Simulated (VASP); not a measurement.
# Rh (Fm-3m) in VASP: a series of runs, part 3 of 3

VASP 6.6.1. The steps go on from the part before.

**5. Single point, PBE, collinear spin, ferromagnetic start (11.52 Å³/atom)**

This run uses another cell than the first one, of 11.52 Å³/atom.

The input, INCAR:

```
SYSTEM = Rh
  PREC = Accurate
  ENCUT = 520
  EDIFF = 1E-7
  ISMEAR = 0
  SIGMA = 0.15
  LREAL = .FALSE.
  LASPH = .TRUE.
  NELM = 150
  ALGO = Fast
  ISIF = 2
  LWAVE = .FALSE.
  LCHARG = .TRUE.
  ISPIN = 2
  MAGMOM = 0.75
  LORBIT = 11
  NUPDOWN = 0.75
  LMAXMIX = 4
  GGA = PE
  LELF = .TRUE.
  LVHAR = .TRUE.
  NBANDS = 18
```

The input, KPOINTS:

```
Automatic mesh
0
G
  22 22 22
  0 0 0
```

The input, POSCAR:

```
Rh
1.0
    0.0000000000      1.7924581564      1.7924581564
    1.7924581564      0.0000000000      1.7924581564
    1.7924581564      1.7924581564      0.0000000000
Rh
1
Direct
    0.0000000000      0.0000000000      0.0000000000
```

Potentials or basis: VASP PAW PBE potentials, release 64 (Rh_pv).

Run with:

```bash
$ cat potpaw_PBE.64/Rh_pv/POTCAR > POTCAR
$ mpirun -np 1 vasp_std > vasp.out
```

OUTCAR:

```text
SYSTEM = Rh
   PREC = Accurate
   ENCUT = 520
   EDIFF = 1E-7
   ISMEAR = 0
   LREAL = .FALSE.
   LASPH = .TRUE.
   NELM = 150
   ISIF = 2
   ISPIN = 2
   LORBIT = 11
   NUPDOWN = 0.75
   GGA = PE

 ion  position               nearest neighbor table
   1  0.000  0.000  0.000-

  LATTYP: Found a face centered cubic cell.
 ALAT       =     3.5849163128

  Lattice vectors:

 A1 = (   0.0000000000,   1.7924581564,   1.7924581564)
 A2 = (   1.7924581564,   0.0000000000,   1.7924581564)
 A3 = (   1.7924581564,   1.7924581564,   0.0000000000)

Analysis of symmetry for initial positions (statically):
=====================================================================
 Subroutine PRICEL returns:
 Original cell was already a primitive cell.

 Routine SETGRP: Setting up the symmetry group for a
 face centered cubic supercell.

 Subroutine GETGRP returns: Found 48 space group operations
 (whereof 48 operations were pure point group operations)
 out of a pool of 48 trial point group operations.

The static configuration has the point symmetry O_h .

Analysis of symmetry for dynamics (positions and initial velocities):
=====================================================================
 Subroutine PRICEL returns:
 Original cell was already a primitive cell.

 Routine SETGRP: Setting up the symmetry group for a
 face centered cubic supercell.

 Subroutine GETGRP returns: Found 48 space group operations
 (whereof 48 operations were pure point group operations)
 out of a pool of 48 trial point group operations.

The dynamic configuration has the point symmetry O_h .

Analysis of structural, dynamic, and magnetic symmetry:
=====================================================================
 Subroutine PRICEL returns:
 Original cell was already a primitive cell.

 Routine SETGRP: Setting up the symmetry group for a
 face centered cubic supercell.

 Subroutine GETGRP returns: Found 48 space group operations
 (whereof 48 operations were pure point group operations)
 out of a pool of 48 trial point group operations.

The overall configuration has the point symmetry O_h .

 Subroutine INISYM returns: Found 48 space group operations
 (whereof 48 operations are pure point group operations),
 and found     1 'primitive' translations

----------------------------------------------------------------------------------------

                                     Primitive cell

  volume of cell :      11.5180

  direct lattice vectors                    reciprocal lattice vectors
     0.000000000  1.792458156  1.792458156    -0.278946540  0.278946540  0.278946540
     1.792458156  0.000000000  1.792458156     0.278946540 -0.278946540  0.278946540
     1.792458156  1.792458156  0.000000000     0.278946540  0.278946540 -0.278946540

  length of vectors
     2.534918635  2.534918635  2.534918635     0.483149579  0.483149579  0.483149579

  position of ions in fractional coordinates (direct lattice)
     0.000000000  0.000000000  0.000000000

  ion indices of the primitive-cell ions
   primitive index   ion index
                 1           1

----------------------------------------------------------------------------------------

[... 52 lines left out ...]
   number of dos      NEDOS =    301   number of ions     NIONS =      1
   total plane-waves  NPLWV =   8000
   dimension x,y,z NGX =    20 NGY =   20 NGZ =   20
   dimension x,y,z NGXF=    40 NGYF=   40 NGZF=   40
   ions per type =               1
   NGX,Y,Z   is equivalent  to a cutoff of  13.12, 13.12, 13.12 a.u.
   NGXF,Y,Z  is equivalent  to a cutoff of  26.23, 26.23, 26.23 a.u.
 SYSTEM =  Rh
   PREC   = accura    normal or accurate (medium, high low for compatibility)
   ISTART =      0    job   : 0-new  1-cont  2-samecut
   ICHARG =      2    charge: 1-file 2-atom 10-const
   ISPIN  =      2    spin polarized calculation?
   LNONCOLLINEAR =      F non collinear calculations
   LSORBIT =      F    spin-orbit coupling
   LASPH  =      T    aspherical Exc in radial PAW
   ENCUT  =  520.0 eV  38.22 Ry    6.18 a.u.   4.71  4.71  4.71*2*pi/ulx,y,z
   NELM   =    150;   NELMIN=  2; NELMDL= -5     # of ELM steps
   EDIFF  = 0.1E-06   stopping-criterion for ELM
   LREAL  =      F    real-space projection
   EDIFFG = 0.1E-05   stopping-criterion for IOM
   NSW    =      0    number of steps for IOM
   IBRION =     -1    ionic relax: 0-MD 1-quasi-New 2-CG
   NFREE  =      0    steps in history (QN), initial steepest desc. (CG)
   ISIF   =      2    stress and relaxation
   ISYM   =      2    0-nonsym 1-usesym 2-fastsym
   POTIM  = 0.5000    time-step for ionic-motion
   TEBEG  =    0.0;   TEEND  =   0.0 temperature during run
   PSTRESS=    0.0 pullay stress
   NELECT =      15.0000    total number of electrons
   NUPDOWN=       0.7500    fix difference up-down
   EMIN   =  10.00;   EMAX   =-10.00  energy-range for DOS
   EFERMI =   0.00;   METHOD = LEGACY
   ISMEAR =     0;   SIGMA  =   0.15  broadening in eV -4-tet -1-fermi 0-gaus
   EFERMI_NEDOS =   21; number of points for ismear=-14 and -15
   IALGO  =     68    algorithm
   IMIX   =      4    mixing-type and parameters
     AMIX     =   0.40;   BMIX     =  1.00
     AMIX_MAG =   1.60;   BMIX_MAG =  1.00
  volume/ion in A,a.u.               =      11.52        77.73
  Fermi-wavevector in a.u.,A,eV,Ry     =   1.787775  3.378405 43.486124  3.196140
  Thomas-Fermi vector in A             =   2.851086
   LORBIT       =     11    0 simple, 1 ext, 2 COOP (PROOUT), +10 PAW based schemes
   GGA     = PE    functional components
   LHFCALC =     F    Hartree Fock is set to
   AEXX    =    0.0000 exact exchange contribution
   IVDW    =     0    specifies the selected vdW correction
   LEPSILON=     F    determine dielectric tensor
   LRPA    =     F    only Hartree local field effects (RPA)
 spin polarized calculation
 RMM-DIIS sequential band-by-band and
 Gauss-broadening in eV      SIGMA  =   0.15
  energy-cutoff  :      520.00
  volume of cell :       11.52
 maximum number of plane-waves:       331
   NGX =  9   NGY =  9   NGZ =  9

 number of electron      15.0000001 magnetization       0.7500000

 Free energy of the ion-electron system (eV)
  ---------------------------------------------------
  ext. energy  EPLUGINS =         0.00000000
  ---------------------------------------------------
  free energy    TOTEN  =        -6.53738961 eV

  energy without entropy =       -6.52192992  energy(sigma->0) =       -6.52965976

 E-fermi :  14.9552     XC(G=0): -15.1976

 val. band max:       15.8431722751   @ k =   0.3636   0.3636   0.0000
 cond. band min:      14.9596573910   @ k =  -0.4545   0.4091   0.0000
 fundamental gap:     -0.8835148841
 Fermi energy:        15.8453304353

 spin component 1

 k-point     1 :       0.0000    0.0000    0.0000
  band No.  band energies     occupation
      1     -31.4744      1.00000
      2     -31.4744      1.00000
      3     -31.4744      1.00000
      4       6.0943      1.00000
      5      11.2059      1.00000
      6      11.2059      1.00000
[... 493 lines left out ...]
     17      50.7884      0.00000
     18      57.5629      0.00000

 [... further k-points ...]

 spin component 2

 k-point     1 :       0.0000    0.0000    0.0000
  band No.  band energies     occupation
      1     -30.8576      1.00000
      2     -30.8576      1.00000
      3     -30.8576      1.00000
      4       6.2438      1.00000
      5      11.7159      1.00000
      6      11.7159      1.00000
[... 493 lines left out ...]
     17      50.9359      0.00000
     18      57.7753      0.00000

 [... further k-points ...]

------------------------ aborting loop because EDIFF is reached ----------------------------------------

  FORCE on cell =-STRESS in cart. coord.  units (eV):
  Direction    XX          YY          ZZ          XY          YZ          ZX
  --------------------------------------------------------------------------------------
  -------------------------------------------------------------------------------------
  Total        6.5774269      6.5774269      6.5774269     -0.0000000     -0.0000000      0.0000000
  in kB      914.9335156    914.9335156    914.9335156     -0.0000000     -0.0000000      0.0000000
  external PRESSURE =     914.9335156 kB  Pullay stress =       0.0000000 kB

 VOLUME and BASIS-vectors are now :
 -----------------------------------------------------------------------------
  energy-cutoff  :      520.00
  volume of cell :       11.52
      direct lattice vectors                 reciprocal lattice vectors
     0.000000000  1.792458156  1.792458156    -0.278946540  0.278946540  0.278946540
     1.792458156  0.000000000  1.792458156     0.278946540 -0.278946540  0.278946540
     1.792458156  1.792458156  0.000000000     0.278946540  0.278946540 -0.278946540

 POSITION                                       TOTAL-FORCE (eV/Angst)
 -----------------------------------------------------------------------------------
      0.00000      0.00000      0.00000         0.000000      0.000000     -0.000000
 -----------------------------------------------------------------------------------
    total drift:                               -0.000000     -0.000000     -0.000000

  FREE ENERGIE OF THE ION-ELECTRON SYSTEM (eV)
  ---------------------------------------------------
  free  energy   TOTEN  =        -6.5373896105 eV

  energy  without entropy=       -6.5219299183  energy(sigma->0) =       -6.52965976

 total charge

# of ion       s       p       d       tot
------------------------------------------
    1        0.499   6.431   7.267  14.197

 magnetization (x)

# of ion       s       p       d       tot
------------------------------------------
    1        0.002   0.011   0.722   0.734
```

Wall time 69 s (1 thread of AMD EPYC 9R45 (Zen 5), shared host); peak memory 0.18 GiB.

What came out:

```yaml
Free_energy: -6.5374 eV
Pressure: 91.5 GPa
Net_moment: 0.75 μB per cell
Site_moments: Rh +0.73 μB
Valence_electrons_inside_the_program's_atomic_spheres: Rh 14.20
```

Caveat: the cell stands under pressure; the total moment is fixed, so each spin has its own Fermi level.

**6. The runs side by side**

```csv
spin,fixed moment (μB),cell,gap on the mesh (eV),pressure (GPa),moment (μB)
off,-,"a = 2.813 Å, angles 60.0°, 1 atom",none,-21.6,-
off,-,"a = 2.862 Å, angles 60.0°, 1 atom",none,-27.4,-
"collinear, ferromagnetic start",0.5,"a = 2.535 Å, angles 60.0°, 1 atom",-,87.8,0.50
"collinear, ferromagnetic start",0.75,"a = 2.535 Å, angles 60.0°, 1 atom",-,91.5,0.75
```

Alike in all rows: task single point; level PBE; potentials or basis VASP PAW PBE potentials, release 64 (Rh_pv); k mesh 22 × 22 × 22; cutoff (eV) 520; smearing gaussian 0.15 eV.

Caveats: the cell stands under tension (at least some runs); the cell stands under pressure (at least some runs); the total moment is fixed, so each spin has its own Fermi level (at least some runs).

Absolute energies hang on the potentials; compare differences alone.
